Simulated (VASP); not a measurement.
Crystal: SrCa3.

```
Sr Ca
1.0
     5.71677    0.00000    0.00000
     0.00000    5.71677    0.00000
     0.00000    0.00000    5.71677
Sr Ca
1 3
Direct
  0.00000 0.00000 0.00000
  0.00000 0.50000 0.50000
  0.50000 0.00000 0.50000
  0.50000 0.50000 0.00000
```

```yaml
Program: VASP 6.6.1
Task: relaxation of cell and atoms
Functional: LDA
Potentials_or_basis: VASP PAW LDA potentials, release 64 (Sr_sv, Ca_sv)
Cutoff: 600 eV
k_mesh: 8 × 8 × 8
Occupations: methfessel-paxton, width 0.02 eV
Spin: no spin polarisation
```

At the start: pressure -1.9 GPa; volume 46.71 Å³/atom.

Q: How do energy, volume and symmetry change on relaxing?

A: Over 4 steps the energy falls by 42.3 meV/atom and the volume is 40.39 Å³/atom (-13.5 %); space group Pm-3m (No. 221, to 0.05 Å).

The path:
```
step  energy change (eV)  largest force (eV/Å)  pressure (GPa)  volume (Å³)
   1              0.0000                0.0000           -1.95       186.83
   2             -0.1383                0.0000           -0.93       171.89
   3             -0.1680                0.0000           -0.19       163.54
   4             -0.1691                0.0000           -0.01       161.56
```

Final structure:
```
CELL_PARAMETERS angstrom
5.44641 0.00000 0.00000
0.00000 5.44641 0.00000
0.00000 0.00000 5.44641
ATOMIC_POSITIONS crystal
Sr 0.00000 0.00000 0.00000
Ca 0.00000 0.50000 0.50000
Ca 0.50000 0.00000 0.50000
Ca 0.50000 0.50000 0.00000
```
